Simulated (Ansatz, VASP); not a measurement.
One calculation of Cu4W, two programs

File INCAR:

```
ALGO = Normal ; EDIFF = 1E-6
EDIFFG = -0.04 ; ENCUT = 600
GGA = PE ; IBRION = 2
ISIF = 3 ; ISMEAR = 0
LASPH = True ; LCHARG = False
LREAL = False ; LWAVE = False
NELM = 80 ; NSW = 90
PREC = Accurate ; SIGMA = 0.1
```

File KPOINTS:

```
k-points
0
Gamma
  4 4 4
```

The input POSCAR:

```
Cu4W
1.0
    4.2114904400      0.0000000000      0.0000000000
    0.0000000000      4.2114904400      0.0000000000
    0.0000000000      0.0000000000      4.2114904400
Cu W
4 1
Direct
    0.2500000000      0.2500000000      0.2500000000
    0.7500000000      0.7500000000      0.2500000000
    0.2500000000      0.7500000000      0.7500000000
    0.7500000000      0.2500000000      0.7500000000
    0.0000000000      0.0000000000      0.0000000000
```

Input for Ansatz:

```yaml
crystal:
  lattice:
    - [4.21149044, 0.0, 0.0]
    - [0.0, 4.21149044, 0.0]
    - [0.0, 0.0, 4.21149044]
  atoms:
    - { symbol: Cu, position: [0.25, 0.25, 0.25] }
    - { symbol: Cu, position: [0.75, 0.75, 0.25] }
    - { symbol: Cu, position: [0.25, 0.75, 0.75] }
    - { symbol: Cu, position: [0.75, 0.25, 0.75] }
    - { symbol: W, position: [0.0, 0.0, 0.0] }
basis:
  ecutwfc: 420
kpoints:
  mp_grid: { grid: [4, 4, 4] }
hamiltonian:
  xc: pbe
scf:
  occupations: { method: gaussian, width: 0.1 }
  lower_state_search: "off"
output:
  forces: true
  stress: true
  eigenvalues: true
relax:
  adjacent_minimum: "off"
  f_tol: 0.04
  max_steps: 70
  cell: { stress_tol: 0.4 }
```

Change from the starting cell: species swapped into the SnI4 type (P-43m, No. 215).

Alike in both runs: task relaxation of cell and atoms; functional PBE; k mesh 4 × 4 × 4; occupations gaussian, width 0.1 eV; no spin polarisation.

|  | VASP | Ansatz |
| --- | --- | --- |
| version | VASP 6.6.1 | Ansatz 0.2.0 |
| potentials or method | VASP PAW PBE potentials, release 64 (Cu, W_sv), cutoff 600 eV | scalar-relativistic, plane waves, PAW |
| valence electrons in the cell | 58 | 90 |

```csv
,VASP,Ansatz,Ansatz less VASP
"gap on the k mesh at the Fermi level, each at its own relaxed structure (eV)",none,none,-
relaxed volume (Å³/atom),17.04,17.01,-0.024
relaxed length of the cell vector where the two differ most in proportion (Å),4.400,4.398,-0.0021
```

A gap of «none» marks a metal or a gap that the smearing closes. VASP's potentials hold 58 valence electrons a cell and Ansatz's 90, so a difference there can come from the potentials and not from the codes.

The k mesh is coarse, so the values compare programs but aren't converged. Spin-orbit coupling is off throughout.
